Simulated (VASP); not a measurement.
# Bi (P6_3/mmc) in VASP: further runs

Runs on Bi. Level: r2SCAN. Tasks: single point.

All numbers are computed with VASP 6.6.1; they aren't measurements. Logs are shortened: lines on timing, memory, paths and dates and some standing lists are left out, and cuts for length are marked.

### Step 1. The cell of the first run

Symmetry: P6_3/mmc, No. 194, hexagonal system. The conventional cell has a = 4.675 Å, b = 4.675 Å, c = 11.474 Å, α = 90.00°, β = 90.00°, γ = 120.00°.

This isn't the form of Bi at room conditions, which is rhombohedral.

### Step 2. Single point, r2SCAN (strain +0.030 along x and y, -0.030 along z)

File POSCAR:

```
Bi
1.0
    4.6751703087      0.0000000000      0.0000000000
   -2.3375851544      4.0488162543      0.0000000000
    0.0000000000      0.0000000000     11.4741300000
Bi
2
Direct
    0.3333333333      0.6666666667      0.2500000000
    0.6666666667      0.3333333333      0.7500000000
```

File INCAR.step1:

```
SYSTEM = Bi
ALGO     = Normal         ! electronic algorithm
EDIFF    = 1E-4           ! SCF threshold, eV
ENCUT    = 520            ! plane-wave cutoff, eV
GGA      = PE             ! functional
ISMEAR   = 0              ! smearing method
LASPH    = .True.         ! aspherical terms in the spheres
LCHARG   = .False.        ! write CHGCAR
LREAL    = .False.        ! projectors in reciprocal space
LWAVE    = .True.         ! write WAVECAR
NBANDS   = 22             ! bands
NELM     = 60             ! most SCF steps
PREC     = Accurate       ! precision mode
SIGMA    = 0.15           ! smearing width, eV
```

File INCAR.step2:

```
SYSTEM = Bi
ALGO     = Normal         ! electronic algorithm
EDIFF    = 1E-6           ! SCF threshold, eV
ENCUT    = 520            ! plane-wave cutoff, eV
ISIF     = 2              ! what is computed and relaxed
ISMEAR   = 0              ! smearing method
ISTART   = 1            
LASPH    = .True.         ! aspherical terms in the spheres
LCHARG   = .True.         ! write CHGCAR
LELF     = .True.         ! ELF
LMIXTAU  = .True.       
LREAL    = .False.        ! projectors in reciprocal space
LVHAR    = .True.       
LWAVE    = .False.        ! write WAVECAR
METAGGA  = R2SCAN         ! meta-GGA
NBANDS   = 22             ! bands
NELM     = 60             ! most SCF steps
PREC     = Accurate       ! precision mode
SIGMA    = 0.15           ! smearing width, eV
```

File KPOINTS:

```
k-points
0
Gamma
  12 12 4
  0 0 0
```

Potentials or basis: VASP PAW PBE potentials, release 64 (Bi_d).

Run with:

```
$ cat potpaw_PBE.64/Bi_d/POTCAR > POTCAR
$ cp INCAR.step1 INCAR
$ mpirun -np 1 vasp_std > vasp.out
$ cp INCAR.step2 INCAR
$ mpirun -np 1 vasp_std > vasp.out
```

OUTCAR:

```text
SYSTEM = Bi
   EDIFF = 1E-6
   ENCUT = 520
   ISIF = 2
   ISMEAR = 0
   ISTART = 1
   LASPH = .True.
   LREAL = .False.
   METAGGA = R2SCAN
   NELM = 60
   PREC = Accurate

 ion  position               nearest neighbor table
   1  0.333  0.667  0.250-
   2  0.667  0.333  0.750-

  LATTYP: Found a hexagonal cell.
 ALAT       =     4.6751703087
 C/A-ratio  =     2.4542699500

  Lattice vectors:

 A1 = (   4.6751703087,   0.0000000000,   0.0000000000)
 A2 = (  -2.3375851544,   4.0488162543,   0.0000000000)
 A3 = (   0.0000000000,   0.0000000000,  11.4741300000)

Analysis of symmetry for initial positions (statically):
=====================================================================
 Subroutine PRICEL returns:
 Original cell was already a primitive cell.

 Routine SETGRP: Setting up the symmetry group for a
 hexagonal supercell.

 Subroutine GETGRP returns: Found 24 space group operations
 (whereof 12 operations were pure point group operations)
 out of a pool of 24 trial point group operations.

The static configuration has the point symmetry D_3d.
 The point group associated with its full space group is D_6h.

Analysis of symmetry for dynamics (positions and initial velocities):
=====================================================================
 Subroutine PRICEL returns:
 Original cell was already a primitive cell.

 Routine SETGRP: Setting up the symmetry group for a
 hexagonal supercell.

 Subroutine GETGRP returns: Found 24 space group operations
 (whereof 12 operations were pure point group operations)
 out of a pool of 24 trial point group operations.

The dynamic configuration has the point symmetry D_3d.
 The point group associated with its full space group is D_6h.

 Subroutine INISYM returns: Found 24 space group operations
 (whereof 12 operations are pure point group operations),
 and found     1 'primitive' translations

----------------------------------------------------------------------------------------

                                     Primitive cell

  volume of cell :     217.1927

  direct lattice vectors                    reciprocal lattice vectors
     4.675170309  0.000000000  0.000000000     0.213895951  0.123492885  0.000000000
    -2.337585154  4.048816254  0.000000000     0.000000000  0.246985770  0.000000000
     0.000000000  0.000000000 11.474130000     0.000000000  0.000000000  0.087152577

  length of vectors
     4.675170309  4.675170309 11.474130000     0.246985770  0.246985770  0.087152577

  position of ions in fractional coordinates (direct lattice)
     0.333333333  0.666666667  0.250000000
     0.666666667  0.333333333  0.750000000

  ion indices of the primitive-cell ions
   primitive index   ion index
                 1           1
                 2           2

----------------------------------------------------------------------------------------

 KPOINTS: k-points

Automatic generation of k-mesh.
 Grid dimensions read from file:
 generate k-points for:   12   12    4

 Generating k-lattice:

  Cartesian coordinates                     Fractional coordinates (reciprocal lattice)
     0.017824663  0.010291074  0.000000000     0.083333333  0.000000000  0.000000000
     0.000000000  0.020582147  0.000000000     0.000000000  0.083333333  0.000000000
     0.000000000  0.000000000  0.021788144     0.000000000  0.000000000  0.250000000

  Length of vectors
     0.020582147  0.020582147  0.021788144

  Shift w.r.t. Gamma in fractional coordinates (k-lattice)
     0.000000000  0.000000000  0.000000000

 Subroutine IBZKPT returns following result:
 ===========================================

 Found     57 irreducible k-points:

 Following reciprocal coordinates:
            Coordinates               Weight
  0.000000  0.000000  0.000000      1.000000
  0.083333  0.000000  0.000000      6.000000
  0.166667  0.000000  0.000000      6.000000
  0.250000  0.000000  0.000000      6.000000
  0.333333  0.000000  0.000000      6.000000
  0.416667  0.000000  0.000000      6.000000
[... 16 lines left out ...]
  0.250000  0.000000  0.250000     12.000000
  0.333333  0.000000  0.250000     12.000000
 [... further k-points ...]
   k-points           NKPTS =     57   k-points in BZ     NKDIM =     57   number of bands    NBANDS=     22
   number of dos      NEDOS =    301   number of ions     NIONS =      2
   total plane-waves  NPLWV = 116640
   dimension x,y,z NGX =    36 NGY =   36 NGZ =   90
   dimension x,y,z NGXF=    72 NGYF=   72 NGZF=  180
   ions per type =               2
   NGX,Y,Z   is equivalent  to a cutoff of  12.80, 12.80, 13.04 a.u.
   NGXF,Y,Z  is equivalent  to a cutoff of  25.60, 25.60, 26.08 a.u.
 SYSTEM =  Bi
   PREC   = accura    normal or accurate (medium, high low for compatibility)
   ISTART =      1    job   : 0-new  1-cont  2-samecut
   ICHARG =      0    charge: 1-file 2-atom 10-const
   ISPIN  =      1    spin polarized calculation?
   LNONCOLLINEAR =      F non collinear calculations
   LSORBIT =      F    spin-orbit coupling
   LASPH  =      T    aspherical Exc in radial PAW
   ENCUT  =  520.0 eV  38.22 Ry    6.18 a.u.   8.69  8.69 21.33*2*pi/ulx,y,z
   NELM   =     60;   NELMIN=  2; NELMDL=  0     # of ELM steps
   EDIFF  = 0.1E-05   stopping-criterion for ELM
   LREAL  =      F    real-space projection
   EDIFFG = 0.1E-04   stopping-criterion for IOM
   NSW    =      0    number of steps for IOM
   IBRION =     -1    ionic relax: 0-MD 1-quasi-New 2-CG
   NFREE  =      0    steps in history (QN), initial steepest desc. (CG)
   ISIF   =      2    stress and relaxation
   ISYM   =      2    0-nonsym 1-usesym 2-fastsym
   POTIM  = 0.5000    time-step for ionic-motion
   TEBEG  =    0.0;   TEEND  =   0.0 temperature during run
   PSTRESS=    0.0 pullay stress
   NELECT =      30.0000    total number of electrons
   NUPDOWN=      -1.0000    fix difference up-down
   EMIN   =  10.00;   EMAX   =-10.00  energy-range for DOS
   EFERMI =   0.00;   METHOD = LEGACY
   ISMEAR =     0;   SIGMA  =   0.15  broadening in eV -4-tet -1-fermi 0-gaus
   EFERMI_NEDOS =   21; number of points for ismear=-14 and -15
   IALGO  =     38    algorithm
   IMIX   =      4    mixing-type and parameters
     AMIX     =   0.40;   BMIX     =  1.00
     AMIX_MAG =   1.60;   BMIX_MAG =  1.00
  volume/ion in A,a.u.               =     108.60       732.84
  Fermi-wavevector in a.u.,A,eV,Ry     =   0.846253  1.599186  9.743730  0.716144
  Thomas-Fermi vector in A             =   1.961571
   LORBIT       =      0    0 simple, 1 ext, 2 COOP (PROOUT), +10 PAW based schemes
   METAGGA = R2SCAN    functional components
   LHFCALC =     F    Hartree Fock is set to
   AEXX    =    0.0000 exact exchange contribution
   IVDW    =     0    specifies the selected vdW correction
   LEPSILON=     F    determine dielectric tensor
   LRPA    =     F    only Hartree local field effects (RPA)
 non-spin polarized calculation
 Gauss-broadening in eV      SIGMA  =   0.15
  energy-cutoff  :      520.00
  volume of cell :      217.19
 maximum number of plane-waves:      5879
 NGX is ok and might be reduce to    36
   NGX = 17   NGY = 17   NGZ = 43

 number of electron      30.0000008 magnetization

 Free energy of the ion-electron system (eV)
  ---------------------------------------------------
  ext. energy  EPLUGINS =         0.00000000
  ---------------------------------------------------
  free energy    TOTEN  =      -111.53186796 eV

  energy without entropy =     -111.42823360  energy(sigma->0) =     -111.48005078

 E-fermi :  -1.3307     XC(G=0):  -5.5889

 val. band max:       -1.3312398630   @ k =   0.2500   0.0000   0.0000
 cond. band min:      -1.3270590880   @ k =   0.4167   0.0833   0.0000
 fundamental gap:      0.0041807750
 Fermi energy:        -1.3306916593

 k-point     1 :       0.0000    0.0000    0.0000
  band No.  band energies     occupation
      1     -24.8320      2.00000
      2     -24.8320      2.00000
      3     -24.8320      2.00000
      4     -24.8320      2.00000
      5     -24.8007      2.00000
      6     -24.8007      2.00000
[... 14 lines left out ...]
     21       4.8187      0.00000
     22       4.9811      0.00000

 k-point     2 :       0.0833    0.0000    0.0000
  band No.  band energies     occupation
      1     -24.8320      2.00000
      2     -24.8320      2.00000
      3     -24.8317      2.00000
      4     -24.8317      2.00000
      5     -24.8009      2.00000
      6     -24.8009      2.00000
[... 14 lines left out ...]
     21       4.9392      0.00000
     22       5.0376      0.00000

 k-point     3 :       0.1667    0.0000    0.0000
  band No.  band energies     occupation
      1     -24.8320      2.00000
      2     -24.8320      2.00000
      3     -24.8306      2.00000
      4     -24.8306      2.00000
      5     -24.8012      2.00000
      6     -24.8012      2.00000
[... 14 lines left out ...]
     21       4.7995      0.00000
     22       5.4550      0.00000

 k-point     4 :       0.2500    0.0000    0.0000
  band No.  band energies     occupation
      1     -24.8320      2.00000
      2     -24.8320      2.00000
      3     -24.8292      2.00000
      4     -24.8292      2.00000
      5     -24.8017      2.00000
      6     -24.8017      2.00000
[... 14 lines left out ...]
     21       4.7753      0.00000
     22       5.3600      0.00000

 k-point     5 :       0.3333    0.0000    0.0000
  band No.  band energies     occupation
      1     -24.8320      2.00000
      2     -24.8320      2.00000
      3     -24.8277      2.00000
      4     -24.8277      2.00000
      5     -24.8022      2.00000
      6     -24.8021      2.00000
[... 14 lines left out ...]
     21       4.5386      0.00000
     22       5.1263      0.00000

 k-point     6 :       0.4167    0.0000    0.0000
  band No.  band energies     occupation
      1     -24.8320      2.00000
      2     -24.8320      2.00000
      3     -24.8267      2.00000
      4     -24.8267      2.00000
      5     -24.8025      2.00000
      6     -24.8025      2.00000
[... 14 lines left out ...]
     21       4.3053      0.00000
     22       4.8210      0.00000

 k-point     7 :       0.5000    0.0000    0.0000
  band No.  band energies     occupation
      1     -24.8320      2.00000
      2     -24.8320      2.00000
      3     -24.8263      2.00000
      4     -24.8263      2.00000
      5     -24.8026      2.00000
      6     -24.8026      2.00000
[... 324 lines left out ...]
      6     -24.8008      2.00000
[... 14 lines left out ...]
     21       4.8067      0.00000
     22       4.8821      0.00000

 k-point    21 :       0.0833    0.0000    0.2500
  band No.  band energies     occupation
      1     -24.8320      2.00000
      2     -24.8320      2.00000
      3     -24.8317      2.00000
      4     -24.8317      2.00000
      5     -24.8009      2.00000
      6     -24.8009      2.00000
[... 14 lines left out ...]
     21       4.9260      0.00000
     22       5.0102      0.00000

 k-point    22 :       0.1667    0.0000    0.2500
  band No.  band energies     occupation
      1     -24.8320      2.00000
      2     -24.8320      2.00000
      3     -24.8306      2.00000
      4     -24.8306      2.00000
      5     -24.8012      2.00000
      6     -24.8012      2.00000
[... 14 lines left out ...]
     21       5.0533      0.00000
     22       5.3982      0.00000

 k-point    23 :       0.2500    0.0000    0.2500
  band No.  band energies     occupation
      1     -24.8320      2.00000
      2     -24.8320      2.00000
      3     -24.8292      2.00000
      4     -24.8292      2.00000
      5     -24.8017      2.00000
      6     -24.8017      2.00000
[... 14 lines left out ...]
     21       4.9511      0.00000
     22       5.2885      0.00000

 k-point    24 :       0.3333    0.0000    0.2500
  band No.  band energies     occupation
      1     -24.8320      2.00000
      2     -24.8320      2.00000
      3     -24.8277      2.00000
      4     -24.8277      2.00000
      5     -24.8022      2.00000
      6     -24.8021      2.00000
[... 14 lines left out ...]
     21       4.6349      0.00000
     22       4.9622      0.00000

 [... further k-points ...]
[... 5 lines left out ...]
  --------------------------------------------------------------------------------------
  -------------------------------------------------------------------------------------
  Total       -6.1571668     -6.1571668     -0.8483436      0.0000000      0.0000000      0.0000000
  in kB      -45.4199057    -45.4199057     -6.2580220      0.0000000      0.0000000      0.0000000
  external PRESSURE =     -32.3659445 kB  Pullay stress =       0.0000000 kB

 VOLUME and BASIS-vectors are now :
 -----------------------------------------------------------------------------
  energy-cutoff  :      520.00
  volume of cell :      217.19
      direct lattice vectors                 reciprocal lattice vectors
     4.675170309  0.000000000  0.000000000     0.213895951  0.123492885  0.000000000
    -2.337585154  4.048816254  0.000000000     0.000000000  0.246985770  0.000000000
     0.000000000  0.000000000 11.474130000     0.000000000  0.000000000  0.087152577

 POSITION                                       TOTAL-FORCE (eV/Angst)
 -----------------------------------------------------------------------------------
     -0.00000      2.69921      2.86853        -0.000000     -0.000000      0.000000
      2.33759      1.34961      8.60560         0.000000      0.000000      0.000000
 -----------------------------------------------------------------------------------
    total drift:                                0.000000     -0.000000      0.000000

  FREE ENERGIE OF THE ION-ELECTRON SYSTEM (eV)
  ---------------------------------------------------
  free  energy   TOTEN  =      -111.5318679616 eV

  energy  without entropy=     -111.4282335959  energy(sigma->0) =     -111.48005078
```

Wall time 17 min (1 thread of Oxide Virtual Turin-like, shared host); peak memory 0.47 GiB.

Results:

```
Free energy            : -111.5319 eV
Pressure               : -3.2 GPa
Band gap on the k mesh : zero (bands 15 and 16 overlap by 1.93 eV)
```

Levels at points of the mesh, in eV from the Fermi level:
```tsv
k point	band 13	band 14	band 15	band 16	band 17	band 18
(0.00, 0.00, 0.00)	-0.82	-0.22	1.24	1.24	1.26	1.26
(0.50, 0.00, 0.00)	-1.30	-1.26	0.01	0.19	0.61	0.66
(0.00, 0.00, 0.50)	-0.56	-0.56	1.25	1.25	1.25	1.25
(0.50, 0.00, 0.50)	-1.29	-1.29	0.11	0.11	0.63	0.63
```

Caveat: the cell differs from its parent crystal (strain +0.030 along x and y, -0.030 along z); the cell stands under tension; the PAW data sets were made with another functional, which shifts forces and pressure a little; spin-orbit coupling is left out, which moves the levels of the heavy elements.

### Step 3. Single point, r2SCAN (strain -0.015 along x and y, +0.030 along z)

File POSCAR:

```
Bi
1.0
    4.4709152952      0.0000000000      0.0000000000
   -2.2354576476      3.8719262238      0.0000000000
    0.0000000000      0.0000000000     12.1838700000
Bi
2
Direct
    0.3333333333      0.6666666667      0.2500000000
    0.6666666667      0.3333333333      0.7500000000
```

File INCAR.step1:

```
  ALGO = Normal
  EDIFF = 1E-4
  ENCUT = 520
  GGA = PE
  ISMEAR = 0
  LASPH = T
  LCHARG = F
  LREAL = F
  LWAVE = T
  NBANDS = 22
  NELM = 80
  PREC = Accurate
  SIGMA = 0.15
```

File INCAR.step2:

```
  ALGO = Normal
  EDIFF = 1E-6
  ENCUT = 520
  ISIF = 2
  ISMEAR = 0
  ISTART = 1
  LASPH = T
  LCHARG = F
  LMIXTAU = T
  LREAL = F
  LWAVE = F
  METAGGA = R2SCAN
  NBANDS = 22
  NELM = 80
  PREC = Accurate
  SIGMA = 0.15
```

File KPOINTS:

```
k-points
0
Gamma
  12 12 4
```

Potentials or basis: VASP PAW PBE potentials, release 64 (Bi_d).

Run with:

```
$ cat potpaw_PBE.64/Bi_d/POTCAR > POTCAR
$ cp INCAR.step1 INCAR
$ mpirun -np 1 vasp_std > vasp.out
$ cp INCAR.step2 INCAR
$ mpirun -np 1 vasp_std > vasp.out
```

It took 18 min on 1 thread of Oxide Virtual Turin-like, shared host; peak memory 0.45 GiB.

The run converged. Its results:

* Free energy: -112.0720 eV
* Pressure: -3.6 GPa
* Band gap on the k mesh: zero (bands 15 and 16 overlap by 2.45 eV)

Stress tensor (GPa, compression positive):
```
-5.15  0.00  0.00
 0.00 -5.15  0.00
 0.00  0.00 -0.36
```

Levels at points of the mesh, in eV from the Fermi level:
```
           k point  band 11  band 12  band 13  band 14  band 15  band 16  band 17  band 18  band 19  band 20
(0.00, 0.00, 0.00)   -10.75   -10.74    -0.90    -0.47     1.61     1.61     1.62     1.62     3.36     5.13
(0.50, 0.00, 0.00)   -10.32   -10.32    -1.57    -1.55     0.08     0.20     0.81     0.83     5.09     5.42
(0.00, 0.00, 0.50)   -10.75   -10.75    -0.70    -0.70     1.61     1.61     1.61     1.61     4.12     4.12
(0.50, 0.00, 0.50)   -10.32   -10.32    -1.56    -1.56     0.14     0.14     0.82     0.82     5.07     5.07
```

Caveat: the cell differs from its parent crystal (strain -0.015 along x and y, +0.030 along z); the cell stands under tension; the PAW data sets were made with another functional, which shifts forces and pressure a little; spin-orbit coupling is left out, which moves the levels of the heavy elements.

[end of part 1 of 2]
